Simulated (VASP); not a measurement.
# TiCd2P2 (P4/mmm) in VASP: a series of runs

TiCd2P2 is run at these levels: PBE; tasks: single point.

Everything below comes from runs of VASP 6.6.1. Logs are shortened: lines on timing, memory, paths and dates and some standing lists are left out, and cuts for length are marked.

## (1) The cell of the first run

The structure is tetragonal, space group P4/mmm (No. 123). The conventional cell has a = 4.040 Å, b = 4.040 Å, c = 3.833 Å, α = 90.00°, β = 90.00°, γ = 90.00°. Within 1.7 Å of Ti (site symmetry 4/mmm) lie 2 P at 1.25 Å. Cd (site symmetry 4mm) has 1 Cd at 1.09 Å within 1.5 Å. Within 1.7 Å of P (site symmetry 4mm) lie 1 Ti at 1.25 Å and 1 P at 1.33 Å.

## (2) Single point, PBE

Input file INCAR:

```
SYSTEM = TiCd2P2
PREC = Accurate ; ENCUT = 520
EDIFF = 1E-6 ; ISMEAR = 0
SIGMA = 0.1 ; LREAL = .False.
LASPH = .True. ; NELM = 60
ALGO = Normal ; ISIF = 2
LWAVE = .False. ; LCHARG = .True.
GGA = PE ; LELF = .True.
LVHAR = .True. ; NBANDS = 31
```

Input file KPOINTS:

```
Automatic mesh
0
Gamma
  4 4 4
  0 0 0
```

Input file POSCAR:

```
TiCd2P2
1.0
    4.0403598700      0.0000000000      0.0000000000
    0.0000000000      4.0403598700      0.0000000000
    0.0000000000      0.0000000000      3.8330412700
Ti Cd P
1 2 2
Direct
    0.5000000000      0.5000000000      0.5000000000
    0.0000000000      0.0000000000      0.6421943600
    0.0000000000      0.0000000000      0.3578056400
    0.5000000000      0.5000000000      0.1736382600
    0.5000000000      0.5000000000      0.8263617400
```

Potentials or basis: VASP PAW PBE potentials, release 64 (Ti_sv, Cd, P).

On the command line:

```console
> cat potpaw_PBE.64/Ti_sv/POTCAR potpaw_PBE.64/Cd/POTCAR potpaw_PBE.64/P/POTCAR > POTCAR
> mpirun -np 1 vasp_std > vasp.out
```

OUTCAR:

```text
SYSTEM = TiCd2P2
   PREC = Accurate
   ENCUT = 520
   EDIFF = 1E-6
   ISMEAR = 0
   LREAL = .False.
   LASPH = .True.
   NELM = 60
   ISIF = 2
   GGA = PE

 ion  position               nearest neighbor table
   1  0.500  0.500  0.500-   4 1.25   5 1.25   4 2.58   5 2.58   3 2.91   2 2.91   2 2.91   3 2.91
                             2 2.91   3 2.91   2 2.91   3 2.91
   2  0.000  0.000  0.642-   3 1.09   3 2.74   1 2.91   1 2.91   1 2.91   1 2.91   5 2.94   5 2.94
                             5 2.94   5 2.94
   3  0.000  0.000  0.358-   2 1.09   2 2.74   1 2.91   1 2.91   1 2.91   1 2.91   4 2.94   4 2.94
                             4 2.94   4 2.94
   4  0.500  0.500  0.174-   1 1.25   5 1.33   5 2.50   1 2.58   3 2.94   3 2.94   3 2.94   3 2.94

   5  0.500  0.500  0.826-   1 1.25   4 1.33   4 2.50   1 2.58   2 2.94   2 2.94   2 2.94   2 2.94

 -----------------------------------------------------------------------------
|                                                                             |
|           W    W    AA    RRRRR   N    N  II  N    N   GGGG   !!!           |
|           W    W   A  A   R    R  NN   N  II  NN   N  G    G  !!!           |
|           W    W  A    A  R    R  N N  N  II  N N  N  G       !!!           |
|           W WW W  AAAAAA  RRRRR   N  N N  II  N  N N  G  GGG   !            |
|           WW  WW  A    A  R   R   N   NN  II  N   NN  G    G                |
|           W    W  A    A  R    R  N    N  II  N    N   GGGG   !!!           |
|                                                                             |
|     The distance between some ions is very small. Please check the          |
|     nearest-neighbor list in the OUTCAR file.                               |
|     I HOPE YOU KNOW WHAT YOU ARE DOING!                                     |
|                                                                             |
 -----------------------------------------------------------------------------

  LATTYP: Found a simple tetragonal cell.
 ALAT       =     4.0403598700
 C/A-ratio  =     0.9486880855

  Lattice vectors:

 A1 = (   4.0403598700,   0.0000000000,   0.0000000000)
 A2 = (   0.0000000000,   4.0403598700,   0.0000000000)
 A3 = (   0.0000000000,   0.0000000000,   3.8330412700)

Analysis of symmetry for initial positions (statically):
=====================================================================
 Subroutine PRICEL returns:
 Original cell was already a primitive cell.

 Routine SETGRP: Setting up the symmetry group for a
 simple tetragonal supercell.

 Subroutine GETGRP returns: Found 16 space group operations
 (whereof 16 operations were pure point group operations)
 out of a pool of 16 trial point group operations.

The static configuration has the point symmetry D_4h.

Analysis of symmetry for dynamics (positions and initial velocities):
=====================================================================
 Subroutine PRICEL returns:
 Original cell was already a primitive cell.
[... 120 lines left out ...]
   EMIN   =  10.00;   EMAX   =-10.00  energy-range for DOS
   EFERMI =   0.00;   METHOD = LEGACY
   ISMEAR =     0;   SIGMA  =   0.10  broadening in eV -4-tet -1-fermi 0-gaus
   EFERMI_NEDOS =   21; number of points for ismear=-14 and -15
   IALGO  =     38    algorithm
   IMIX   =      4    mixing-type and parameters
     AMIX     =   0.40;   BMIX     =  1.00
     AMIX_MAG =   1.60;   BMIX_MAG =  1.00
  volume/ion in A,a.u.               =      12.51        84.45
  Fermi-wavevector in a.u.,A,eV,Ry     =   1.477518  2.792105 29.702345  2.183061
  Thomas-Fermi vector in A             =   2.591913
   LORBIT       =      0    0 simple, 1 ext, 2 COOP (PROOUT), +10 PAW based schemes
   GGA     = PE    functional components
   LHFCALC =     F    Hartree Fock is set to
   AEXX    =    0.0000 exact exchange contribution
   IVDW    =     0    specifies the selected vdW correction
   LEPSILON=     F    determine dielectric tensor
   LRPA    =     F    only Hartree local field effects (RPA)
 non-spin polarized calculation
 Gauss-broadening in eV      SIGMA  =   0.10
  energy-cutoff  :      520.00
  volume of cell :       62.57
 maximum number of plane-waves:      1712
   NGX = 15   NGY = 15   NGZ = 15

 number of electron      45.9999999 magnetization

 Free energy of the ion-electron system (eV)
  ---------------------------------------------------
  ext. energy  EPLUGINS =         0.00000000
  ---------------------------------------------------
  free energy    TOTEN  =       189.80353403 eV

  energy without entropy =      189.82013795  energy(sigma->0) =      189.81183599

 E-fermi :   9.2442     XC(G=0): -12.2249

 val. band max:        9.2018396041   @ k =   0.2500   0.0000   0.0000
 cond. band min:       9.2469366742   @ k =   0.5000   0.2500   0.2500
 fundamental gap:      0.0450970700
 Fermi energy:         9.2442290665

 k-point     1 :       0.0000    0.0000    0.0000
  band No.  band energies     occupation
      1     -47.3428      2.00000
      2     -29.2166      2.00000
      3     -22.0678      2.00000
      4     -22.0678      2.00000
      5     -14.5137      2.00000
      6     -14.5137      2.00000
[... 601 lines left out ...]
     30      17.2026      0.00000
     31      17.7404      0.00000

------------------------ aborting loop because EDIFF is reached ----------------------------------------

  FORCE on cell =-STRESS in cart. coord.  units (eV):
  Direction    XX          YY          ZZ          XY          YZ          ZX
  --------------------------------------------------------------------------------------
  -------------------------------------------------------------------------------------
  Total        8.5364376      8.5364376    911.8206793      0.0000000     -0.0000000      0.0000000
  in kB      218.5765978    218.5765978  23347.2872518      0.0000000     -0.0000000      0.0000000
  external PRESSURE =    7928.1468158 kB  Pullay stress =       0.0000000 kB

 VOLUME and BASIS-vectors are now :
 -----------------------------------------------------------------------------
  energy-cutoff  :      520.00
  volume of cell :       62.57
      direct lattice vectors                 reciprocal lattice vectors
     4.040359870  0.000000000  0.000000000     0.247502706  0.000000000  0.000000000
     0.000000000  4.040359870  0.000000000     0.000000000  0.247502706  0.000000000
     0.000000000  0.000000000  3.833041270     0.000000000  0.000000000  0.260889442

 POSITION                                       TOTAL-FORCE (eV/Angst)
 -----------------------------------------------------------------------------------
      2.02018      2.02018      1.91652        -0.000000     -0.000000      0.000000
      0.00000      0.00000      2.46156        -0.000000     -0.000000    599.630861
      0.00000      0.00000      1.37148        -0.000000     -0.000000   -599.630861
      2.02018      2.02018      0.66556        -0.000000      0.000000     27.563091
      2.02018      2.02018      3.16748         0.000000      0.000000    -27.563091
 -----------------------------------------------------------------------------------
    total drift:                                0.000000      0.000000     -0.000000

  FREE ENERGIE OF THE ION-ELECTRON SYSTEM (eV)
  ---------------------------------------------------
  free  energy   TOTEN  =       189.8035340277 eV

  energy  without entropy=      189.8201379520  energy(sigma->0) =      189.81183599
```

OSZICAR:

```text
N       E                     dE             d eps       ncg     rms          rms(c)
DAV:   1     0.717157003999E+03    0.71716E+03   -0.25809E+04  1116   0.174E+03
DAV:   2     0.210389653211E+03   -0.50677E+03   -0.48994E+03  1130   0.503E+02
DAV:   3     0.166166476982E+03   -0.44223E+02   -0.42872E+02  1734   0.144E+02
[... 12 lines left out ...]
DAV:  16     0.189803823599E+03    0.27057E-04   -0.77505E-04  1447   0.183E-01    0.109E+00
DAV:  17     0.189803650477E+03   -0.17312E-03   -0.45190E-04  1300   0.141E-01    0.605E-01
DAV:  18     0.189803545617E+03   -0.10486E-03   -0.65020E-04  1256   0.125E-01    0.619E-02
DAV:  19     0.189803533107E+03   -0.12511E-04   -0.12069E-04  1454   0.393E-02    0.427E-02
DAV:  20     0.189803534028E+03    0.92096E-06   -0.27958E-06  1117   0.792E-03
   1 F= 0.18980353E+03 E0= 0.18981184E+03  d E =-.166039E-01
```

stdout:

```text
POSCAR found type information on POSCAR TiCdP
 POSCAR found :  3 types and       5 ions
 scaLAPACK will be used
 LDA part: xc-table for (Slater+PW92), standard interpolation
 -----------------------------------------------------------------------------
|                                                                             |
|           W    W    AA    RRRRR   N    N  II  N    N   GGGG   !!!           |
|           W    W   A  A   R    R  NN   N  II  NN   N  G    G  !!!           |
|           W    W  A    A  R    R  N N  N  II  N N  N  G       !!!           |
|           W WW W  AAAAAA  RRRRR   N  N N  II  N  N N  G  GGG   !            |
|           WW  WW  A    A  R   R   N   NN  II  N   NN  G    G                |
|           W    W  A    A  R    R  N    N  II  N    N   GGGG   !!!           |
|                                                                             |
|     The distance between some ions is very small. Please check the          |
|     nearest-neighbor list in the OUTCAR file.                               |
|     I HOPE YOU KNOW WHAT YOU ARE DOING!                                     |
|                                                                             |
 -----------------------------------------------------------------------------

 POSCAR, INCAR and KPOINTS ok, starting setup
 FFT: planning ... GRIDC
 FFT: planning ... GRID_SOFT
 FFT: planning ... GRID
 WAVECAR not read
 entering main loop
```

It took 71 s on 1 thread of Intel Xeon Platinum 8259CL at 2.50GHz (Skylake/Cascade Lake), shared host; peak memory 0.18 GiB.

The run converged, but its numbers aren't listed here, since they failed a check.

Caveat: the k points lie up to 0.41 Å⁻¹ apart; forces of over 1 eV/Å act on the atoms, so gaps and moduli don't describe the material at rest.

## (3) Single point, PBE

This run uses another cell than the first one, of 20.00 Å³/atom, 1.598 times its volume.

Input file INCAR:

```
SYSTEM = TiCd2P2
PREC = Accurate
ENCUT = 520
EDIFF = 1E-6
ISMEAR = 0
SIGMA = 0.1
LREAL = .False.
LASPH = .True.
NELM = 80
ALGO = Normal
ISIF = 2
LWAVE = .False.
LCHARG = .False.
GGA = PE
NBANDS = 31
```

Input file KPOINTS:

```
regular mesh
0
Gamma
  4 4 4
  0 0 0
```

Input file POSCAR:

```
TiCd2P2
1.0
    3.8310394434      0.0000000000      0.0000000000
    0.0000000000      3.8310394434      0.0000000000
    0.0000000000      0.0000000000      6.8141291669
Ti Cd P
1 2 2
Direct
    0.5000000000      0.5000000000      0.5000000000
    0.0000000000      0.0000000000      0.7131488067
    0.0000000000      0.0000000000      0.2868511933
    0.5000000000      0.5000000000      0.1552552625
    0.5000000000      0.5000000000      0.8447447375
```

Potentials or basis: VASP PAW PBE potentials, release 64 (Ti_sv, Cd, P).

On the command line:

```console
> cat potpaw_PBE.64/Ti_sv/POTCAR potpaw_PBE.64/Cd/POTCAR potpaw_PBE.64/P/POTCAR > POTCAR
> mpirun -np 1 vasp_std > vasp.out
```

Run time: 84 s. Hardware: 1 thread of Intel Xeon Platinum 8259CL at 2.50GHz (Skylake/Cascade Lake), shared host; peak memory 0.22 GiB.

It converged, with:

* Free energy: -19.5509 eV
* Pressure: 0.2 GPa
* Largest force: 0.049 eV/Å
* Band gap on the k mesh: zero (band 23 reaches 5.24 eV, above the bottom of band 24 at 5.01 eV)

Forces in eV/Å, atoms in the order of the input:
```
Ti   0.000  0.000  0.000
Cd   0.000  0.000  0.019
Cd   0.000  0.000 -0.019
P    0.000  0.000 -0.049
P    0.000  0.000  0.049
```

Stress tensor (GPa, compression positive):
```
 0.31  0.00  0.00
 0.00  0.31  0.00
 0.00  0.00 -0.08
```

Levels at points of the mesh, in eV from the Fermi level:
| k point | band 19 | band 20 | band 21 | band 22 | band 23 | band 24 | band 25 | band 26 | band 27 | band 28 |
| --- | --- | --- | --- | --- | --- | --- | --- | --- | --- | --- |
| (0.00, 0.00, 0.00) | -2.63 | -2.63 | -1.55 | -1.55 | -0.21 | -0.02 | 0.82 | 1.07 | 2.50 | 2.50 |
| (0.50, 0.00, 0.00) | -4.42 | -2.48 | -1.64 | -1.35 | -0.45 | 0.15 | 1.26 | 1.43 | 2.65 | 3.06 |
| (0.50, 0.50, 0.00) | -4.69 | -3.88 | -3.47 | -3.47 | -0.08 | -0.01 | 1.07 | 1.07 | 1.46 | 1.86 |
| (0.00, 0.00, 0.50) | -2.88 | -2.88 | -0.63 | -0.63 | -0.27 | -0.21 | -0.13 | 0.93 | 0.93 | 1.07 |
| (0.50, 0.00, 0.50) | -4.46 | -1.88 | -1.32 | -0.33 | -0.10 | 0.20 | 0.32 | 0.91 | 1.00 | 1.78 |
| (0.50, 0.50, 0.50) | -3.69 | -3.40 | -3.40 | -3.34 | -1.79 | 0.16 | 0.16 | 0.40 | 1.46 | 1.99 |

Caveat: the k points lie up to 0.41 Å⁻¹ apart.

## (4) Single point, PBE, collinear spin, ferromagnetic start

This run uses another cell than the first one, of 20.00 Å³/atom, 1.598 times its volume.

Input file INCAR:

```
SYSTEM = TiCd2P2
  PREC = Accurate
  ENCUT = 520
  EDIFF = 1E-7
  ISMEAR = 0
  SIGMA = 0.1
  LREAL = .FALSE.
  LASPH = .TRUE.
  NELM = 150
  ALGO = Normal
  ISIF = 2
  LWAVE = .FALSE.
  LCHARG = .FALSE.
  ISPIN = 2
  MAGMOM = 1 0 0 0 0
  LORBIT = 11
  LMAXMIX = 4
  GGA = PE
  NBANDS = 35
```

Input file KPOINTS:

```
Automatic mesh
0
G
  4 4 4
  0 0 0
```

POSCAR is that of step 3.

On the command line:

```console
> cat potpaw_PBE.64/Ti_sv/POTCAR potpaw_PBE.64/Cd/POTCAR potpaw_PBE.64/P/POTCAR > POTCAR
> mpirun -np 1 vasp_std > vasp.out
```

Wall time 5.7 min (1 thread of Intel Xeon Platinum 8259CL at 2.50GHz (Skylake/Cascade Lake), shared host); peak memory 0.28 GiB.

It converged, with:

| Property | Result |
| --- | --- |
| Free energy | -19.5474 eV |
| Pressure | 0.2 GPa |
| Largest force | 0.102 eV/Å |
| Net moment | 0.53 μB per cell |
| Site moments | Ti +0.32; Cd +0.02; P -0.01 μB |
| Valence electrons inside the program's atomic spheres | Ti 10.25; Cd 10.31; P 2.49 |

Forces on the atoms (eV/Å):
```
Ti   0.000  0.000  0.000
Cd   0.000  0.000  0.029
Cd   0.000  0.000 -0.029
P    0.000  0.000 -0.102
P    0.000  0.000  0.102
```

Stress tensor (GPa, compression positive):
```
0.32 0.00 0.00
0.00 0.32 0.00
0.00 0.00 0.03
```

Levels at points of the mesh, in eV from the Fermi level:
Spin up:
| k point | band 19 | band 20 | band 21 | band 22 | band 23 | band 24 | band 25 | band 26 | band 27 | band 28 |
| --- | --- | --- | --- | --- | --- | --- | --- | --- | --- | --- |
| (0.00, 0.00, 0.00) | -2.63 | -2.63 | -1.60 | -1.60 | -0.31 | -0.07 | 0.80 | 0.87 | 2.41 | 2.41 |
| (0.50, 0.00, 0.00) | -4.44 | -2.53 | -1.64 | -1.46 | -0.52 | -0.02 | 1.14 | 1.33 | 2.59 | 3.03 |
| (0.50, 0.50, 0.00) | -4.72 | -3.94 | -3.51 | -3.51 | -0.10 | -0.09 | 1.01 | 1.01 | 1.37 | 1.76 |
| (0.00, 0.00, 0.50) | -2.90 | -2.90 | -0.64 | -0.64 | -0.33 | -0.31 | -0.16 | 0.82 | 0.82 | 0.87 |
| (0.50, 0.00, 0.50) | -4.47 | -1.90 | -1.43 | -0.42 | -0.13 | 0.02 | 0.26 | 0.88 | 0.91 | 1.68 |
| (0.50, 0.50, 0.50) | -3.76 | -3.42 | -3.42 | -3.35 | -1.82 | 0.06 | 0.06 | 0.33 | 1.37 | 1.87 |
Spin down:
| k point | band 20 | band 21 | band 22 | band 23 | band 24 | band 25 | band 26 | band 27 |
| --- | --- | --- | --- | --- | --- | --- | --- | --- |
| (0.00, 0.00, 0.00) | -2.62 | -1.50 | -1.50 | -0.09 | 0.04 | 0.84 | 1.31 | 2.59 |
| (0.50, 0.00, 0.00) | -2.43 | -1.64 | -1.25 | -0.38 | 0.35 | 1.37 | 1.56 | 2.72 |
| (0.50, 0.50, 0.00) | -3.82 | -3.44 | -3.44 | -0.06 | 0.10 | 1.14 | 1.14 | 1.60 |
| (0.00, 0.00, 0.50) | -2.86 | -0.62 | -0.62 | -0.21 | -0.09 | -0.08 | 1.05 | 1.05 |
| (0.50, 0.00, 0.50) | -1.87 | -1.21 | -0.23 | -0.07 | 0.39 | 0.40 | 0.91 | 1.12 |
| (0.50, 0.50, 0.50) | -3.38 | -3.38 | -3.33 | -1.75 | 0.27 | 0.27 | 0.47 | 1.60 |

Caveat: the k points lie up to 0.41 Å⁻¹ apart.
